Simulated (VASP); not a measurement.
Crystal: Ag.

```
Ag
1.0
     0.00000    2.84497    2.84497
     2.84497    0.00000    2.84497
     2.84497    2.84497    0.00000
Ag
2
Direct
  0.12500 0.12500 0.12500
  0.87500 0.87500 0.87500
```

This isn't the form of Ag at room conditions, which is fcc.

```yaml
Program: VASP 6.6.1
Task: relaxation of cell and atoms
Functional: r2SCAN
Potentials_or_basis: VASP PAW PBE potentials, release 64 (Ag)
Cutoff: 600 eV
k_mesh: 10 × 10 × 10
Occupations: fermi-dirac, width 0.1 eV
Spin: no spin polarisation
```

At the start: pressure 14.5 GPa; volume 23.03 Å³/atom.

Task: How do energy, volume and symmetry change on relaxing?

Result: Over 4 steps the energy falls by 191.6 meV/atom and the volume is 28.35 Å³/atom (+23.1 %); space group Fd-3m (No. 227, to 0.1 Å) before and after.

Step by step:
| step | energy change (eV) | largest force (eV/Å) | pressure (GPa) | volume (Å³) |
| --- | --- | --- | --- | --- |
| 1 | 0.0000 | 0.0000 | 14.53 | 46.05 |
| 2 | -0.3426 | 0.0000 | -2.50 | 61.42 |
| 3 | -0.3831 | 0.0000 | 0.16 | 56.43 |
| 4 | -0.3832 | 0.0000 | -0.04 | 56.71 |

Final structure:
```yaml
crystal:
  lattice:
    - [0.00000, 3.04934, 3.04934]
    - [3.04934, 0.00000, 3.04934]
    - [3.04934, 3.04934, 0.00000]
  atoms:
    - { symbol: Ag, position: [0.12500, 0.12500, 0.12500] }
    - { symbol: Ag, position: [0.87500, 0.87500, 0.87500] }
```

Caveat: the volume moved by over 15 % at a fixed basis, so the end points are rough; the PAW data sets were made with another functional, which shifts forces and pressure a little.
